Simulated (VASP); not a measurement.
# Ca (I4/mmm) in VASP: notebook, part 2 of 2

VASP 6.6.1. The steps go on from the part before.

## (3) Single point, PBE (strain +0.050 along x and y, -0.050 along z)

The input, INCAR:

```
PREC = Accurate
ENCUT = 520
EDIFF = 1E-7
ISMEAR = 0
SIGMA = 0.15
LREAL = False
LASPH = True
NELM = 60
ALGO = Fast
ISIF = 2
LWAVE = False
LCHARG = False
GGA = PE
NBANDS = 11
```

The input, KPOINTS:

```
Automatic mesh
0
Gamma
  16 16 16
```

The input, POSCAR:

```
Ca
1.0
   -2.3154651488      2.3154651488      2.0863090695
    2.3154651488     -2.3154651488      2.0863090695
    2.3154651488      2.3154651488     -2.0863090695
Ca
1
Direct
    0.5000000000      0.5000000000      0.0000000000
```

Potentials or basis: VASP PAW PBE potentials, release 64 (Ca_sv).

Started as:

```sh
> cat potpaw_PBE.64/Ca_sv/POTCAR > POTCAR
> mpirun -np 1 vasp_std > vasp.out
```

OUTCAR:

```text
PREC = Accurate
   ENCUT = 520
   EDIFF = 1E-7
   ISMEAR = 0
   LREAL = False
   LASPH = True
   NELM = 60
   ISIF = 2
   GGA = PE

 ion  position               nearest neighbor table
   1  0.500  0.500  0.000-

  LATTYP: Found a body centered tetragonal cell.
 ALAT       =     4.6309302976
 C/A-ratio  =     0.9010323781

  Lattice vectors:

 A1 = (  -2.3154651488,   2.3154651488,   2.0863090695)
 A2 = (   2.3154651488,  -2.3154651488,   2.0863090695)
 A3 = (   2.3154651488,   2.3154651488,  -2.0863090695)

Analysis of symmetry for initial positions (statically):
=====================================================================
 Subroutine PRICEL returns:
 Original cell was already a primitive cell.

 Routine SETGRP: Setting up the symmetry group for a
 body centered tetragonal supercell.

 Subroutine GETGRP returns: Found 16 space group operations
 (whereof 16 operations were pure point group operations)
 out of a pool of 16 trial point group operations.

The static configuration has the point symmetry D_4h.

Analysis of symmetry for dynamics (positions and initial velocities):
=====================================================================
 Subroutine PRICEL returns:
 Original cell was already a primitive cell.

 Routine SETGRP: Setting up the symmetry group for a
 body centered tetragonal supercell.

 Subroutine GETGRP returns: Found 16 space group operations
 (whereof 16 operations were pure point group operations)
 out of a pool of 16 trial point group operations.

The dynamic configuration has the point symmetry D_4h.

 Subroutine INISYM returns: Found 16 space group operations
 (whereof 16 operations are pure point group operations),
 and found     1 'primitive' translations

----------------------------------------------------------------------------------------

                                     Primitive cell

  volume of cell :      44.7420

[... 108 lines left out ...]
  Fermi-wavevector in a.u.,A,eV,Ry     =   0.993504  1.877451 13.429644  0.987051
  Thomas-Fermi vector in A             =   2.125391
   LORBIT       =      0    0 simple, 1 ext, 2 COOP (PROOUT), +10 PAW based schemes
   GGA     = PE    functional components
   LHFCALC =     F    Hartree Fock is set to
   AEXX    =    0.0000 exact exchange contribution
   IVDW    =     0    specifies the selected vdW correction
   LEPSILON=     F    determine dielectric tensor
   LRPA    =     F    only Hartree local field effects (RPA)
 non-spin polarized calculation
 RMM-DIIS sequential band-by-band and
 Gauss-broadening in eV      SIGMA  =   0.15
  energy-cutoff  :      520.00
  volume of cell :       44.74
 maximum number of plane-waves:      1224
 NGX is ok and might be reduce to    30
   NGX = 15   NGY = 15   NGZ = 15

 number of electron      10.0000000 magnetization

 Free energy of the ion-electron system (eV)
  ---------------------------------------------------
  ext. energy  EPLUGINS =         0.00000000
  ---------------------------------------------------
  free energy    TOTEN  =        -1.91336399 eV

  energy without entropy =       -1.89844042  energy(sigma->0) =       -1.90590220

 E-fermi :   1.7808     XC(G=0):  -7.5562

 val. band max:        1.7775021875   @ k =   0.5000   0.5000   0.4375
 cond. band min:       1.7852261090   @ k =  -0.4375   0.5000   0.1875
 fundamental gap:      0.0077239215
 Fermi energy:         1.7808263317

 k-point     1 :       0.0000    0.0000    0.0000
  band No.  band energies     occupation
      1     -40.4214      2.00000
      2     -21.3505      2.00000
      3     -21.3395      2.00000
      4     -21.3395      2.00000
      5      -2.1827      2.00000
      6       3.7024      0.00000
      7       4.1769      0.00000
      8       4.1769      0.00000
      9       4.6519      0.00000
     10       5.2294      0.00000
     11      11.2664      0.00000
[... 309 lines left out ...]
 k-point    24 :      -0.0625    0.0625    0.0000
  band No.  band energies     occupation
      1     -40.4210      2.00000
      2     -21.3517      2.00000
      3     -21.3439      2.00000
      4     -21.3393      2.00000
      5      -2.1199      2.00000
      6       3.6861      0.00000
      7       4.1468      0.00000
      8       4.2236      0.00000
      9       4.6045      0.00000
     10       5.2180      0.00000
     11      11.1038      0.00000

 [... further k-points ...]
[... 5 lines left out ...]
  --------------------------------------------------------------------------------------
  -------------------------------------------------------------------------------------
  Total       -0.2916203     -0.2916203     -0.1894780      0.0000000     -0.0000000      0.0000000
  in kB      -10.4427102    -10.4427102     -6.7850696      0.0000000     -0.0000000      0.0000000
  external PRESSURE =      -9.2234967 kB  Pullay stress =       0.0000000 kB

 VOLUME and BASIS-vectors are now :
 -----------------------------------------------------------------------------
  energy-cutoff  :      520.00
  volume of cell :       44.74
      direct lattice vectors                 reciprocal lattice vectors
    -2.315465149  2.315465149  2.086309069     0.000000000  0.215939333  0.239657684
     2.315465149 -2.315465149  2.086309069     0.215939333  0.000000000  0.239657684
     2.315465149  2.315465149 -2.086309069     0.215939333  0.215939333  0.000000000

 POSITION                                       TOTAL-FORCE (eV/Angst)
 -----------------------------------------------------------------------------------
      0.00000      0.00000      2.08631         0.000000      0.000000      0.000000
 -----------------------------------------------------------------------------------
    total drift:                                0.000000     -0.000000      0.000000

  FREE ENERGIE OF THE ION-ELECTRON SYSTEM (eV)
  ---------------------------------------------------
  free  energy   TOTEN  =        -1.9133639879 eV

  energy  without entropy=       -1.8984404219  energy(sigma->0) =       -1.90590220
```

OSZICAR:

```text
N       E                     dE             d eps       ncg     rms          rms(c)
DAV:   1     0.698032950679E+02    0.69803E+02   -0.52627E+03  7686   0.799E+02
DAV:   2     0.145046691965E+01   -0.68353E+02   -0.67724E+02  8386   0.218E+02
DAV:   3    -0.176790812916E+01   -0.32184E+01   -0.31856E+01 13803   0.393E+01
DAV:   4    -0.191774751240E+01   -0.14984E+00   -0.14951E+00  9760   0.494E+00
DAV:   5    -0.191904761747E+01   -0.13001E-02   -0.13000E-02 10855   0.566E-01    0.224E+00
RMM:   6    -0.191406470278E+01    0.49829E-02   -0.89179E-03  8223   0.105E+00    0.139E+00
RMM:   7    -0.191353717880E+01    0.52752E-03   -0.21338E-02  9142   0.183E+00    0.110E-01
RMM:   8    -0.191322679450E+01    0.31038E-03   -0.48074E-03  9134   0.835E-01    0.265E-02
RMM:   9    -0.191332823072E+01   -0.10144E-03   -0.11989E-03 11448   0.395E-01    0.233E-02
RMM:  10    -0.191335721971E+01   -0.28989E-04   -0.21787E-04 11862   0.146E-01    0.637E-03
RMM:  11    -0.191336313798E+01   -0.59183E-05   -0.50842E-05 12420   0.605E-02    0.102E-02
RMM:  12    -0.191336496091E+01   -0.18229E-05   -0.42474E-06 11730   0.231E-02    0.931E-03
RMM:  13    -0.191336347447E+01    0.14864E-05   -0.39476E-06 12360   0.142E-02    0.287E-03
RMM:  14    -0.191336379787E+01   -0.32340E-06   -0.74168E-07 10219   0.612E-03    0.119E-03
RMM:  15    -0.191336394210E+01   -0.14422E-06   -0.21315E-07  8486   0.281E-03    0.320E-04
RMM:  16    -0.191336398794E+01   -0.45839E-07   -0.57907E-08  7189   0.161E-03
   1 F= -.19133640E+01 E0= -.19059022E+01  d E =-.149236E-01
```

stdout:

```text
POSCAR found type information on POSCAR Ca
 POSCAR found :  1 types and       1 ions
 scaLAPACK will be used
 LDA part: xc-table for (Slater+PW92), standard interpolation
 POSCAR, INCAR and KPOINTS ok, starting setup
 FFT: planning ... GRIDC
 FFT: planning ... GRID_SOFT
 FFT: planning ... GRID
 WAVECAR not read
 entering main loop
WARNING in EDDRMM: call to ZHEGV failed, returncode =   8  4     11
WARNING in EDDRMM: call to ZHEGV failed, returncode =   8  4      6
WARNING in EDDRMM: call to ZHEGV failed, returncode =   8  4      8
WARNING in EDDRMM: call to ZHEGV failed, returncode =   6  3      9
WARNING in EDDRMM: call to ZHEGV failed, returncode =   8  4      7
WARNING in EDDRMM: call to ZHEGV failed, returncode =   8  4      5
WARNING in EDDRMM: call to ZHEGV failed, returncode =   8  4     10
WARNING in EDDRMM: call to ZHEGV failed, returncode =   6  3      5
WARNING in EDDRMM: call to ZHEGV failed, returncode =   8  4      9
WARNING in EDDRMM: call to ZHEGV failed, returncode =   8  4      6
[... 4 lines left out ...]
WARNING in EDDRMM: call to ZHEGV failed, returncode =   8  4      5
WARNING in EDDRMM: call to ZHEGV failed, returncode =   6  3      5
WARNING in EDDRMM: call to ZHEGV failed, returncode =   6  3      5
WARNING in EDDRMM: call to ZHEGV failed, returncode =   6  3      5
WARNING in EDDRMM: call to ZHEGV failed, returncode =   6  3      5
WARNING in EDDRMM: call to ZHEGV failed, returncode =   6  3      5
WARNING in EDDRMM: call to ZHEGV failed, returncode =   8  4      9
WARNING in EDDRMM: call to ZHEGV failed, returncode =   8  4     11
WARNING in EDDRMM: call to ZHEGV failed, returncode =   6  3      7
WARNING in EDDRMM: call to ZHEGV failed, returncode =   6  3     10
```

It took 100 s on 1 thread of Intel Xeon 6975P-C (Granite Rapids), shared host; peak memory 0.29 GiB.

Results:

```yaml
Free_energy: -1.9134 eV
Pressure: -0.9 GPa
Band_gap_on_the_k_mesh: zero (band 5 reaches 2.09 eV, above the bottom of band 6 at 1.50 eV)
```

Stress tensor (GPa, compression positive):
```
-1.04  0.00  0.00
 0.00 -1.04  0.00
 0.00  0.00 -0.68
```

Levels at points of the mesh, in eV from the Fermi level:
| k point | band 3 | band 4 | band 5 | band 6 | band 7 | band 8 |
| --- | --- | --- | --- | --- | --- | --- |
| (0.00, 0.00, 0.00) | -23.12 | -23.12 | -3.96 | 1.92 | 2.40 | 2.40 |
| (0.50, 0.00, 0.00) | -23.16 | -23.13 | -0.79 | 0.06 | 1.14 | 3.12 |
| (0.50, 0.50, 0.00) | -23.16 | -23.12 | -1.04 | -0.28 | 1.71 | 2.74 |
| (0.50, 0.50, 0.50) | -23.21 | -23.20 | 0.01 | 0.18 | 3.16 | 3.16 |

Caveat: the cell differs from its parent crystal (strain +0.050 along x and y, -0.050 along z).

## (4) Single point, PBE (strain +0.050 along x and y, +0.000 along z)

The input, INCAR:

```
SYSTEM = Ca
ALGO = Fast ; EDIFF = 1E-6
ENCUT = 520 ; GGA = PE
ISIF = 2 ; ISMEAR = 0
LASPH = .True. ; LCHARG = .True.
LELF = .True. ; LREAL = .False.
LVHAR = .True. ; LWAVE = .False.
NBANDS = 11 ; NELM = 80
PREC = Accurate ; SIGMA = 0.15
```

The input, KPOINTS:

```
k-points
0
Gamma
  16 16 16
  0 0 0
```

The input, POSCAR:

```
Ca
1.0
   -2.3154651488      2.3154651488      2.1961148100
    2.3154651488     -2.3154651488      2.1961148100
    2.3154651488      2.3154651488     -2.1961148100
Ca
1
Direct
    0.5000000000      0.5000000000      0.0000000000
```

Started as:

```sh
> cat potpaw_PBE.64/Ca_sv/POTCAR > POTCAR
> mpirun -np 1 vasp_std > vasp.out
```

Wall time 80 s (1 thread of Intel Xeon 6975P-C (Granite Rapids), shared host); peak memory 0.3 GiB.

The run converged. Its results:

```
Free energy            : -1.8970 eV
Pressure               : -1.6 GPa
Band gap on the k mesh : zero (band 5 reaches 1.91 eV, above the bottom of band 6 at 1.38 eV)
```

Levels at points of the mesh, in eV from the Fermi level:
| k point | band 3 | band 4 | band 5 | band 6 | band 7 | band 8 |
| --- | --- | --- | --- | --- | --- | --- |
| (0.00, 0.00, 0.00) | -23.25 | -23.25 | -3.87 | 1.99 | 2.21 | 2.21 |
| (0.50, 0.00, 0.00) | -23.29 | -23.26 | -0.81 | -0.05 | 1.20 | 3.00 |
| (0.50, 0.50, 0.00) | -23.29 | -23.25 | -0.94 | -0.21 | 1.47 | 2.80 |
| (0.50, 0.50, 0.50) | -23.32 | -23.32 | 0.11 | 0.20 | 3.24 | 3.24 |

Caveat: the cell differs from its parent crystal (strain +0.050 along x and y, +0.000 along z).

## (5) Single point, PBE (strain -0.050 along x and y, +0.050 along z)

The input, INCAR:

```
SYSTEM = Ca
PREC     = Accurate       ! precision mode
ENCUT    = 520            ! plane-wave cutoff, eV
EDIFF    = 1E-6           ! SCF threshold, eV
ISMEAR   = 0              ! smearing method
SIGMA    = 0.15           ! smearing width, eV
LREAL    = .False.        ! projectors in reciprocal space
LASPH    = .True.         ! aspherical terms in the spheres
NELM     = 100            ! most SCF steps
ALGO     = Fast           ! electronic algorithm
ISIF     = 2              ! what is computed and relaxed
LWAVE    = .False.        ! write WAVECAR
LCHARG   = .False.        ! write CHGCAR
GGA      = PE             ! functional
NBANDS   = 11             ! bands
```

The input, KPOINTS:

```
regular mesh
0
Gamma
  16 16 16
  0 0 0
```

The input, POSCAR:

```
Ca
1.0
   -2.0949446584      2.0949446584      2.3059205505
    2.0949446584     -2.0949446584      2.3059205505
    2.0949446584      2.0949446584     -2.3059205505
Ca
1
Direct
    0.5000000000      0.5000000000      0.0000000000
```

Started as:

```sh
> cat potpaw_PBE.64/Ca_sv/POTCAR > POTCAR
> mpirun -np 1 vasp_std > vasp.out
```

It took 1.7 min on 1 thread of Intel Xeon Platinum 8375C at 2.90GHz (Ice Lake), shared host; peak memory 0.27 GiB.

The run converged. Its results:

| Item | Value |
| --- | --- |
| Free energy | -1.9202 eV |
| Pressure | 0.7 GPa |
| Band gap on the k mesh | zero (band 5 reaches 2.45 eV, above the bottom of band 6 at 2.10 eV) |

Stress tensor (GPa, compression positive):
```
0.67 0.00 0.00
0.00 0.67 0.00
0.00 0.00 0.91
```

Levels at points of the mesh, in eV from the Fermi level:
```
           k point  band 3  band 4  band 5  band 6  band 7  band 8
(0.00, 0.00, 0.00)  -22.87  -22.86   -4.14    2.25    2.25    2.67
(0.50, 0.00, 0.00)  -22.92  -22.86   -0.98   -0.07    1.56    3.08
(0.50, 0.50, 0.00)  -22.92  -22.88   -0.80    0.25    1.01    3.71
(0.50, 0.50, 0.50)  -22.98  -22.98   -0.12    0.12    3.09    4.24
```

Caveat: the cell differs from its parent crystal (strain -0.050 along x and y, +0.050 along z).

## (6) Single point, PBE (strain +0.000 along x and y, -0.050 along z)

The input, INCAR:

```
ALGO = Fast
EDIFF = 1E-6
ENCUT = 520
GGA = PE
ISIF = 2
ISMEAR = 0
LASPH = True
LCHARG = True
LELF = True
LREAL = False
LVHAR = True
LWAVE = False
NBANDS = 11
NELM = 100
PREC = Accurate
SIGMA = 0.15
```

The input, KPOINTS:

```
k-points
0
Gamma
  16 16 16
```

The input, POSCAR:

```
Ca
1.0
   -2.2052049036      2.2052049036      2.0863090695
    2.2052049036     -2.2052049036      2.0863090695
    2.2052049036      2.2052049036     -2.0863090695
Ca
1
Direct
    0.5000000000      0.5000000000      0.0000000000
```

Potentials or basis: VASP PAW PBE potentials, release 64 (Ca_sv).

Started as:

```sh
> cat potpaw_PBE.64/Ca_sv/POTCAR > POTCAR
> mpirun -np 1 vasp_std > vasp.out
```

OUTCAR:

```text
EDIFF = 1E-6
   ENCUT = 520
   GGA = PE
   ISIF = 2
   ISMEAR = 0
   LASPH = True
   LREAL = False
   NELM = 100
   PREC = Accurate

 ion  position               nearest neighbor table
   1  0.500  0.500  0.000-

  LATTYP: Found a body centered tetragonal cell.
 ALAT       =     4.4104098072
 C/A-ratio  =     0.9460839970

  Lattice vectors:

 A1 = (  -2.2052049036,   2.2052049036,   2.0863090695)
 A2 = (   2.2052049036,  -2.2052049036,   2.0863090695)
 A3 = (   2.2052049036,   2.2052049036,  -2.0863090695)

Analysis of symmetry for initial positions (statically):
=====================================================================
 Subroutine PRICEL returns:
 Original cell was already a primitive cell.

 Routine SETGRP: Setting up the symmetry group for a
 body centered tetragonal supercell.

 Subroutine GETGRP returns: Found 16 space group operations
 (whereof 16 operations were pure point group operations)
 out of a pool of 16 trial point group operations.

The static configuration has the point symmetry D_4h.

Analysis of symmetry for dynamics (positions and initial velocities):
[... 161 lines left out ...]

 val. band max:        2.1550832452   @ k =  -0.4375   0.5000   0.0625
 cond. band min:       2.1738278098   @ k =  -0.4375  -0.4375   0.3125
 fundamental gap:      0.0187445646
 Fermi energy:         2.1711087674

 k-point     1 :       0.0000    0.0000    0.0000
  band No.  band energies     occupation
      1     -39.7987      2.00000
      2     -20.7162      2.00000
      3     -20.7054      2.00000
      4     -20.7054      2.00000
      5      -1.9728      2.00000
      6       4.3488      0.00000
      7       4.6187      0.00000
      8       4.6187      0.00000
      9       5.4305      0.00000
     10       5.7758      0.00000
     11      12.3596      0.00000
[... 309 lines left out ...]
 k-point    24 :      -0.0625    0.0625    0.0000
  band No.  band energies     occupation
      1     -39.7980      2.00000
      2     -20.7181      2.00000
      3     -20.7118      2.00000
      4     -20.7053      2.00000
      5      -1.9022      2.00000
      6       4.3270      0.00000
      7       4.5787      0.00000
      8       4.6732      0.00000
      9       5.3733      0.00000
     10       5.7694      0.00000
     11      12.2896      0.00000

 [... further k-points ...]
[... 5 lines left out ...]
  --------------------------------------------------------------------------------------
  -------------------------------------------------------------------------------------
  Total        0.1718221      0.1718221      0.1789411      0.0000000      0.0000000      0.0000000
  in kB        6.7834873      6.7834873      7.0645449      0.0000000      0.0000000      0.0000000
  external PRESSURE =       6.8771732 kB  Pullay stress =       0.0000000 kB

 VOLUME and BASIS-vectors are now :
 -----------------------------------------------------------------------------
  energy-cutoff  :      520.00
  volume of cell :       40.58
      direct lattice vectors                 reciprocal lattice vectors
    -2.205204904  2.205204904  2.086309069     0.000000000  0.226736300  0.239657684
     2.205204904 -2.205204904  2.086309069     0.226736300  0.000000000  0.239657684
     2.205204904  2.205204904 -2.086309069     0.226736300  0.226736300  0.000000000

 POSITION                                       TOTAL-FORCE (eV/Angst)
 -----------------------------------------------------------------------------------
      0.00000      0.00000      2.08631        -0.000000      0.000000      0.000000
 -----------------------------------------------------------------------------------
    total drift:                                0.000000     -0.000000      0.000000

  FREE ENERGIE OF THE ION-ELECTRON SYSTEM (eV)
  ---------------------------------------------------
  free  energy   TOTEN  =        -1.9188170526 eV

  energy  without entropy=       -1.9023650247  energy(sigma->0) =       -1.91059104
```

stdout:

```text
POSCAR found type information on POSCAR Ca
 POSCAR found :  1 types and       1 ions
 scaLAPACK will be used
 LDA part: xc-table for (Slater+PW92), standard interpolation
 POSCAR, INCAR and KPOINTS ok, starting setup
 FFT: planning ... GRIDC
 FFT: planning ... GRID_SOFT
 FFT: planning ... GRID
 WAVECAR not read
 entering main loop
```

Run time: 1.7 min. Hardware: 1 thread of Intel Xeon Platinum 8375C at 2.90GHz (Ice Lake), shared host; peak memory 0.25 GiB.

Results:

- Free energy: -1.9188 eV
- Pressure: 0.7 GPa
- Band gap on the k mesh: zero (band 5 reaches 2.49 eV, above the bottom of band 6 at 2.05 eV)

Caveat: the cell differs from its parent crystal (strain +0.000 along x and y, -0.050 along z).

## (7) The runs side by side

| cell | further INCAR settings | gap on the mesh (eV) | pressure (GPa) |
| --- | --- | --- | --- |
| a = 3.847 Å, angles 108.0, 108.0, 112.4°, 1 atom | ALGO = Fast; EDIFF = 1e-07; NBANDS = 11 | none | -0.6 |
| a = 3.883 Å, angles 106.8, 106.8, 115.0°, 1 atom | ALGO = Fast; EDIFF = 1e-07; NBANDS = 11 | none | -0.9 |
| a = 3.943 Å, angles 108.1, 108.1, 112.3°, 1 atom | ALGO = Fast; EDIFF = 1e-06; NBANDS = 11 | none | -1.6 |
| a = 3.754 Å, angles 112.2, 112.2, 104.2°, 1 atom | ALGO = Fast; EDIFF = 1e-06; NBANDS = 11 | none | 0.7 |
| a = 3.752 Å, angles 108.0, 108.0, 112.4°, 1 atom | ALGO = Fast; EDIFF = 1e-06; NBANDS = 11 | none | 0.7 |

Alike in all rows: task single point; level PBE; potentials or basis VASP PAW PBE potentials, release 64 (Ca_sv); no spin polarisation; k mesh 16 × 16 × 16; cutoff (eV) 520; smearing gaussian 0.15 eV.

Total energies depend on the potentials used, so only differences within one code and one set of settings carry meaning.
